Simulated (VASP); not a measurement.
# Zn (Cmce) in VASP: single point with PBE

Aim: the single point of Zn with PBE.

Everything below comes from runs of VASP 6.6.1. Logs are shortened: lines on timing, memory, paths and dates and some standing lists are left out, and cuts for length are marked.

## 1. The cell of the first run

The structure is orthorhombic, space group Cmce (No. 64). Conventional cell: a = 5.228 Å, b = 3.455 Å, c = 7.048 Å, α = 90.00°, β = 90.00°, γ = 90.00°. Within 2.6 Å of Zn (site symmetry m) lie 3 Zn at 1.95 to 2.55 Å.

## 2. Single point, PBE

The input, INCAR:

```
SYSTEM = Zn
PREC = Accurate
ENCUT = 520
EDIFF = 1E-6
ISMEAR = 0
SIGMA = 0.1
LREAL = .False.
LASPH = .True.
NELM = 100
ALGO = Fast
ISIF = 2
LWAVE = .False.
LCHARG = .False.
GGA = PE
NBANDS = 32
```

The input, KPOINTS:

```
Automatic mesh
0
Gamma
  6 6 4
  0 0 0
```

The input, POSCAR:

```
Zn
1.0
    2.6140511515     -1.7276878389      0.0000000000
    2.6140511515      1.7276878389      0.0000000000
    0.0000000000      0.0000000000      7.0476692657
Zn
4
Direct
    0.8500000000      0.1500000000      0.1170000000
    0.6500000000      0.3500000000      0.6170000000
    0.1500000000      0.8500000000      0.8830000000
    0.3500000000      0.6500000000      0.3830000000
```

Potentials or basis: VASP PAW PBE potentials, release 64 (Zn).

Started as:

```sh
cat potpaw_PBE.64/Zn/POTCAR > POTCAR
mpirun -np 1 vasp_std > vasp.out
```

OUTCAR:

```text
SYSTEM = Zn
   PREC = Accurate
   ENCUT = 520
   EDIFF = 1E-6
   ISMEAR = 0
   LREAL = .False.
   LASPH = .True.
   NELM = 100
   ISIF = 2
   GGA = PE

 ion  position               nearest neighbor table
   1  0.850  0.150  0.117-   3 1.95   4 2.55   4 2.55   3 2.93
   2  0.650  0.350  0.617-   4 1.95   3 2.55   3 2.55   4 2.93
   3  0.150  0.850  0.883-   1 1.95   2 2.55   2 2.55   1 2.93
   4  0.350  0.650  0.383-   2 1.95   1 2.55   1 2.55   2 2.93

  LATTYP: Found a base centered orthorhombic cell.
 ALAT       =     3.4553756778
 B/A-ratio  =     1.5130344109
 C/A-ratio  =     2.0396246090

  Lattice vectors:

 A1 = (  -2.6140511515,  -1.7276878389,   0.0000000000)
 A2 = (   2.6140511515,  -1.7276878389,   0.0000000000)
 A3 = (   0.0000000000,   0.0000000000,   7.0476692657)

Analysis of symmetry for initial positions (statically):
=====================================================================
 Subroutine PRICEL returns:
 Original cell was already a primitive cell.

 Routine SETGRP: Setting up the symmetry group for a
 base centered orthorhombic supercell.

 Subroutine GETGRP returns: Found  8 space group operations
 (whereof  4 operations were pure point group operations)
 out of a pool of  8 trial point group operations.

The static configuration has the point symmetry C_2h.
 The point group associated with its full space group is D_2h.

Analysis of symmetry for dynamics (positions and initial velocities):
=====================================================================
 Subroutine PRICEL returns:
 Original cell was already a primitive cell.

 Routine SETGRP: Setting up the symmetry group for a
 base centered orthorhombic supercell.

 Subroutine GETGRP returns: Found  8 space group operations
 (whereof  4 operations were pure point group operations)
 out of a pool of  8 trial point group operations.

The dynamic configuration has the point symmetry C_2h.
 The point group associated with its full space group is D_2h.

 Subroutine INISYM returns: Found  8 space group operations
 (whereof  4 operations are pure point group operations),
 and found     1 'primitive' translations

----------------------------------------------------------------------------------------

                                     Primitive cell

  volume of cell :      63.6583

  direct lattice vectors                    reciprocal lattice vectors
     2.614051152 -1.727687839  0.000000000     0.191273992 -0.289404132  0.000000000
[... 90 lines left out ...]
   EDIFF  = 0.1E-05   stopping-criterion for ELM
   LREAL  =      F    real-space projection
   EDIFFG = 0.1E-04   stopping-criterion for IOM
   NSW    =      0    number of steps for IOM
   IBRION =     -1    ionic relax: 0-MD 1-quasi-New 2-CG
   NFREE  =      0    steps in history (QN), initial steepest desc. (CG)
   ISIF   =      2    stress and relaxation
   ISYM   =      2    0-nonsym 1-usesym 2-fastsym
   POTIM  = 0.5000    time-step for ionic-motion
   TEBEG  =    0.0;   TEEND  =   0.0 temperature during run
   PSTRESS=    0.0 pullay stress
   NELECT =      48.0000    total number of electrons
   NUPDOWN=      -1.0000    fix difference up-down
   EMIN   =  10.00;   EMAX   =-10.00  energy-range for DOS
   EFERMI =   0.00;   METHOD = LEGACY
   ISMEAR =     0;   SIGMA  =   0.10  broadening in eV -4-tet -1-fermi 0-gaus
   EFERMI_NEDOS =   21; number of points for ismear=-14 and -15
   IALGO  =     68    algorithm
   IMIX   =      4    mixing-type and parameters
     AMIX     =   0.40;   BMIX     =  1.00
     AMIX_MAG =   1.60;   BMIX_MAG =  1.00
  volume/ion in A,a.u.               =      15.91       107.40
  Fermi-wavevector in a.u.,A,eV,Ry     =   1.490060  2.815804 30.208708  2.220277
  Thomas-Fermi vector in A             =   2.602889
   LORBIT       =      0    0 simple, 1 ext, 2 COOP (PROOUT), +10 PAW based schemes
   GGA     = PE    functional components
   LHFCALC =     F    Hartree Fock is set to
   AEXX    =    0.0000 exact exchange contribution
   IVDW    =     0    specifies the selected vdW correction
   LEPSILON=     F    determine dielectric tensor
   LRPA    =     F    only Hartree local field effects (RPA)
 non-spin polarized calculation
 RMM-DIIS sequential band-by-band and
 Gauss-broadening in eV      SIGMA  =   0.10
  energy-cutoff  :      520.00
  volume of cell :       63.66
 maximum number of plane-waves:      1752
   NGX = 11   NGY = 11   NGZ = 27

 number of electron      48.0000015 magnetization

 Free energy of the ion-electron system (eV)
  ---------------------------------------------------
  ext. energy  EPLUGINS =         0.00000000
  ---------------------------------------------------
  free energy    TOTEN  =        -1.07007050 eV

  energy without entropy =       -1.06541177  energy(sigma->0) =       -1.06774113

 E-fermi :   2.8047     XC(G=0): -11.2144

 val. band max:        2.8009041684   @ k =   0.5000   0.5000   0.0000
 cond. band min:       2.8338847247   @ k =   0.5000   0.3333   0.2500
 fundamental gap:      0.0329805563
 Fermi energy:         2.8047306457

 k-point     1 :       0.0000    0.0000    0.0000
  band No.  band energies     occupation
      1      -7.4621      2.00000
      2      -6.4408      2.00000
      3      -6.1313      2.00000
      4      -5.8478      2.00000
      5      -5.6807      2.00000
      6      -5.6273      2.00000
[... 829 lines left out ...]
     31      10.5692      0.00000
     32      11.7334      0.00000

 [... further k-points ...]

------------------------ aborting loop because EDIFF is reached ----------------------------------------

  FORCE on cell =-STRESS in cart. coord.  units (eV):
  Direction    XX          YY          ZZ          XY          YZ          ZX
  --------------------------------------------------------------------------------------
  -------------------------------------------------------------------------------------
  Total       -0.6247922      7.5222815     19.8110604      0.0000000      0.0000000      0.0000000
  in kB      -15.7250247    189.3238358    498.6128152      0.0000000      0.0000000      0.0000000
  external PRESSURE =     224.0705421 kB  Pullay stress =       0.0000000 kB

 VOLUME and BASIS-vectors are now :
 -----------------------------------------------------------------------------
  energy-cutoff  :      520.00
  volume of cell :       63.66
      direct lattice vectors                 reciprocal lattice vectors
     2.614051152 -1.727687839  0.000000000     0.191273992 -0.289404132  0.000000000
     2.614051152  1.727687839  0.000000000     0.191273992  0.289404132  0.000000000
     0.000000000  0.000000000  7.047669266     0.000000000  0.000000000  0.141890881

 POSITION                                       TOTAL-FORCE (eV/Angst)
 -----------------------------------------------------------------------------------
      2.61405     -1.20938      0.82458         0.000000      3.744645      5.416837
      2.61405     -0.51831      4.34841         0.000000     -3.744645      5.416837
      2.61405      1.20938      6.22309         0.000000     -3.744645     -5.416837
      2.61405      0.51831      2.69926         0.000000      3.744645     -5.416837
 -----------------------------------------------------------------------------------
    total drift:                                0.000000     -0.000000      0.000000

  FREE ENERGIE OF THE ION-ELECTRON SYSTEM (eV)
  ---------------------------------------------------
  free  energy   TOTEN  =        -1.0700704965 eV

  energy  without entropy=       -1.0654117700  energy(sigma->0) =       -1.06774113
```

Wall time 58 s (1 thread of AMD EPYC 7R13 (Zen 3), shared host); peak memory 0.17 GiB.

What came out:

```yaml
Free_energy: -1.0701 eV
Pressure: 22.4 GPa
Largest_force: 6.585 eV/Å
Band_gap_on_the_k_mesh: zero (bands 24 and 25 overlap by 3.35 eV)
```

Forces on the atoms (eV/Å):
```
Zn   0.000  3.745  5.417
Zn   0.000 -3.745  5.417
Zn   0.000 -3.745 -5.417
Zn   0.000  3.745 -5.417
```

Stress tensor (GPa, compression positive):
```
-1.57  0.00  0.00
 0.00 18.93  0.00
 0.00  0.00 49.86
```

Caveat: the k points lie up to 0.36 Å⁻¹ apart, too coarse for converged energies and pressures of a metal; forces of over 1 eV/Å act on the atoms, so gaps and moduli don't describe the material at rest.
